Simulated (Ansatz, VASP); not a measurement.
Be2BiSb2: VASP beside Ansatz

The input INCAR:

```
SYSTEM = Be2BiSb2
PREC     = Accurate       ! precision mode
ENCUT    = 500            ! plane-wave cutoff, eV
EDIFF    = 1E-6           ! SCF threshold, eV
ISMEAR   = 0              ! smearing method
SIGMA    = 0.1            ! smearing width, eV
LREAL    = .False.        ! projectors in reciprocal space
LASPH    = .True.         ! aspherical terms in the spheres
NELM     = 120            ! most SCF steps
ALGO     = Normal         ! electronic algorithm
ISIF     = 2              ! what is computed and relaxed
LWAVE    = .False.        ! write WAVECAR
LCHARG   = .False.        ! write CHGCAR
GGA      = PS             ! functional
NBANDS   = 32             ! bands
GGA_COMPAT= .False.
```

KPOINTS

```
regular mesh
0
Gamma
  6 6 6
  0 0 0
```

Contents of POSCAR:

```
Be2BiSb2
1.0
   -1.9001327035      3.0072228826      3.9851575010
    1.9001327035     -3.0072228826      3.9851575010
    1.9001327035      3.0072228826     -3.9851575010
Be Sb Bi
2 2 1
Direct
    0.7191387499      0.2191387499      0.5000000000
    0.2808612501      0.7808612501      0.5000000000
    0.7030709111      0.5000000000      0.2030709111
    0.2969290889      0.5000000000      0.7969290889
    0.0000000000      0.0000000000      0.0000000000
```

Input for Ansatz:

```yaml
crystal:
  lattice:
    - [-1.9001327035, 3.0072228826, 3.985157501]
    - [1.9001327035, -3.0072228826, 3.985157501]
    - [1.9001327035, 3.0072228826, -3.985157501]
  atoms:
    - { symbol: Be, position: [0.7191387499, 0.2191387499, 0.5] }
    - { symbol: Be, position: [0.2808612501, 0.7808612501, 0.5] }
    - { symbol: Sb, position: [0.7030709111, 0.5, 0.2030709111] }
    - { symbol: Sb, position: [0.2969290889, 0.5, 0.7969290889] }
    - { symbol: Bi, position: [0.0, 0.0, 0.0] }
basis:
  ecutwfc: 420
kpoints:
  mp_grid: { grid: [6, 6, 6] }
hamiltonian:
  xc: pbesol
scf:
  occupations: { method: gaussian, width: 0.1 }
output:
  forces: true
  stress: true
  eigenvalues: true
```

Alike in both runs: task single point; functional PBEsol; k mesh 6 × 6 × 6; occupations gaussian, width 0.1 eV; no spin polarisation.

|  | VASP | Ansatz |
| --- | --- | --- |
| version | VASP 6.6.1 | Ansatz 0.2.0 |
| potentials or method | VASP PAW PBE potentials, release 64 (Be, Sb_d_GW, Bi_d), cutoff 500 eV | scalar-relativistic, plane waves, PAW |
| valence electrons in the cell | 49 | 49 |

```tsv
	VASP	Ansatz	Ansatz less VASP
gap on the k mesh at the Fermi level (eV)	none	none	-
rms of the force components (eV/Å)	0.141	0.147	+0.0064
```

VASP's potentials were made for PBE, not for PBEsol. Atom by atom the forces differ by 0.006 eV/Å (rms over components). A gap of «none» marks a metal or a gap that the smearing closes. With one functional, cell and mesh, what is left measures potentials, basis and numerics.

Neither program's run includes spin-orbit coupling.
